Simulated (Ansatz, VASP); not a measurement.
**AgCl in VASP and in Ansatz**

```
CELL_PARAMETERS angstrom
3.57759 0.00000 0.00000
0.00000 3.57759 0.00000
0.00000 0.00000 3.57759
ATOMIC_POSITIONS crystal
Ag 0.00000 0.00000 0.00000
Cl 0.50000 0.50000 0.50000
```

Change from the starting cell: hydrostatic strain +5.4%.

Alike in both runs: task single point; functional PBE; k mesh 8 × 8 × 8; occupations fermi-dirac, width 0.02 eV; no spin polarisation.

```csv
,VASP,Ansatz
version,VASP 6.6.1,Ansatz 0.2.0
potentials or method,"VASP PAW PBE potentials, release 64 (Ag, Cl)","plane waves, PAW"
plane-wave cutoff (eV),520,420
valence electrons in the cell,18,26
```

```tsv
	VASP	Ansatz	Ansatz less VASP
pressure (GPa)	-4.3	-4.2	+0.10
```

With one functional, cell and mesh, what is left measures potentials, basis and numerics. VASP's potentials hold 18 valence electrons a cell and Ansatz's 26, so a difference there can come from the potentials and not from the codes.
